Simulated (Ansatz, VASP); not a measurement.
Given: the input of a run of Ansatz 0.2.0 on SiNi3.

input.yaml

```yaml
crystal:
  lattice:
    - [3.542, 0.0, 0.0]
    - [0.0, 3.542, 0.0]
    - [0.0, 0.0, 3.542]
  atoms:
    - { symbol: Ni, position: [0.5, 0.5, 0.0], spin: 1.0 }
    - { symbol: Ni, position: [0.5, 0.0, 0.5], spin: 1.0 }
    - { symbol: Ni, position: [0.0, 0.5, 0.5], spin: 1.0 }
    - { symbol: Si, position: [0.0, 0.0, 0.0] }
kpoints:
  mp_grid: { grid: [8, 8, 8] }
scf:
  occupations: { method: fermi_dirac, width: 0.05 }
hamiltonian:
  xc: pbe
  pseudopotentials: { kind: all_electron, lapw: { basis_error: 0.002 } }
magnetization:
  spin_polarized: true
  initial_magnetization: 3.0
  spin_locking: { lock_magnetization: hard }
output:
  forces: true
  stress: true
  eigenvalues: true
```

Potentials or basis: all-electron LAPW, scalar-relativistic.

Launch:

```console
$ ansatz run input.yaml --threads 4 --pin off --max-ram 12288MiB --backend cpu --events-out ev --progress --plain --runs-dir out
```

Set up the same calculation for VASP 6.6.1. Potentials there: VASP PAW PBE potentials, release 64 (Ni, Si).

As run (the cutoff follows the program's own potentials):

Contents of INCAR:

```
ALGO = Normal
EDIFF = 1E-6
ENCUT = 600
GGA = PE
GGA_COMPAT = False
ISIF = 2
ISMEAR = -1
ISPIN = 2
LASPH = True
LCHARG = True
LELF = True
LMAXMIX = 4
LORBIT = 11
LREAL = False
LVHAR = True
LWAVE = False
MAGMOM = 1 1 1 0
NBANDS = 29
NELM = 200
NUPDOWN = 3.0
PREC = Accurate
SIGMA = 0.05
```

Contents of KPOINTS:

```
k-points
0
Gamma
  8 8 8
```

File POSCAR:

```
SiNi3
1.0
    3.5420000000      0.0000000000      0.0000000000
    0.0000000000      3.5420000000      0.0000000000
    0.0000000000      0.0000000000      3.5420000000
Ni Si
3 1
Direct
    0.5000000000      0.5000000000      0.0000000000
    0.5000000000      0.0000000000      0.5000000000
    0.0000000000      0.5000000000      0.5000000000
    0.0000000000      0.0000000000      0.0000000000
```

Potentials or basis: VASP PAW PBE potentials, release 64 (Ni, Si).

Command:

```sh
$ cat potpaw_PBE.64/Ni/POTCAR potpaw_PBE.64/Si/POTCAR > POTCAR
$ mpirun -np 1 vasp_std > vasp.out
```

Both were run:

|  | VASP | Ansatz | Ansatz less VASP |
| --- | --- | --- | --- |
| pressure (GPa) | 2.0 | 2.0 | -0.03 |
| size of the moment on the site where the two differ most (μB) | 0.14 | 0.19 | +0.054 |

Site moments also hang on the region over which each program counts them. Ansatz ran all-electron here, and VASP with PAW potentials.
